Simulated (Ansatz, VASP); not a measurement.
CuI: VASP beside Ansatz

File POSCAR:

```
CuI
1.0
    3.6613896848      0.0000000000      0.0000000000
    0.0000000000      3.6613896848      0.0000000000
    0.0000000000      0.0000000000      3.6613896848
Cu I
1 1
Direct
    0.0000000000      0.0000000000      0.0000000000
    0.5000000000      0.5000000000      0.5000000000
```

The input INCAR.step1:

```
PREC     = Accurate       # precision mode
ENCUT    = 520            # plane-wave cutoff, eV
ISMEAR   = -1             # smearing method
SIGMA    = 0.02           # smearing width, eV
LREAL    = False          # projectors in reciprocal space
LASPH    = True           # aspherical terms in the spheres
NELM     = 100            # most SCF steps
NBANDS   = 16             # bands
GGA      = PE             # functional
ALGO     = Normal         # electronic algorithm
EDIFF    = 1E-4           # SCF threshold, eV
LWAVE    = True           # write WAVECAR
LCHARG   = False          # write CHGCAR
```

File INCAR.step2:

```
PREC     = Accurate       # precision mode
ENCUT    = 520            # plane-wave cutoff, eV
EDIFF    = 1E-6           # SCF threshold, eV
ISMEAR   = -1             # smearing method
SIGMA    = 0.02           # smearing width, eV
LREAL    = False          # projectors in reciprocal space
LASPH    = True           # aspherical terms in the spheres
NELM     = 100            # most SCF steps
ALGO     = Normal         # electronic algorithm
ISIF     = 2              # what is computed and relaxed
LWAVE    = False          # write WAVECAR
LCHARG   = False          # write CHGCAR
METAGGA  = R2SCAN         # meta-GGA
LMIXTAU  = True         
NBANDS   = 16             # bands
ISTART   = 1
```

KPOINTS

```
Automatic mesh
0
Gamma
  8 8 8
```

Input for Ansatz:

```yaml
crystal:
  lattice:
    - [3.6613896848, 0.0, 0.0]
    - [0.0, 3.6613896848, 0.0]
    - [0.0, 0.0, 3.6613896848]
  atoms:
    - { symbol: Cu, position: [0.0, 0.0, 0.0] }
    - { symbol: I, position: [0.5, 0.5, 0.5] }
kpoints:
  mp_grid: { grid: [8, 8, 8] }
  band_path:
    path:
      - [0.0, 0.0, 0.0]
      - [0.0, 0.5, 0.0]
      - [0.5, 0.5, 0.0]
      - [0.5, 0.5, 0.5]
      - [0.45, 0.45, 0.0]
    npoints: 1
hamiltonian:
  xc: r2scan
scf:
  occupations: { method: fermi_dirac, width: 0.02 }
  n_extra_bands: 4
output:
  forces: true
  stress: true
  eigenvalues: true
```

Alike in both runs: task single point; functional r2SCAN; k mesh 8 × 8 × 8; occupations fermi-dirac, width 0.02 eV; no spin polarisation.

|  | VASP | Ansatz |
| --- | --- | --- |
| version | VASP 6.6.1 | Ansatz 0.2.0 |
| potentials or method | VASP PAW PBE potentials, release 64 (Cu, I) | plane waves, PAW |
| plane-wave cutoff (eV) | 520 | 500 |
| valence electrons in the cell | 18 | 36 |

|  | VASP | Ansatz | Ansatz less VASP |
| --- | --- | --- | --- |
| pressure (GPa) | 0.0 | 0.0 | +0.07 |

VASP's potentials were made for PBE, not for r2SCAN. VASP's potentials hold 18 valence electrons a cell and Ansatz's 36, so a difference there can come from the potentials and not from the codes.

Neither program's run includes spin-orbit coupling.
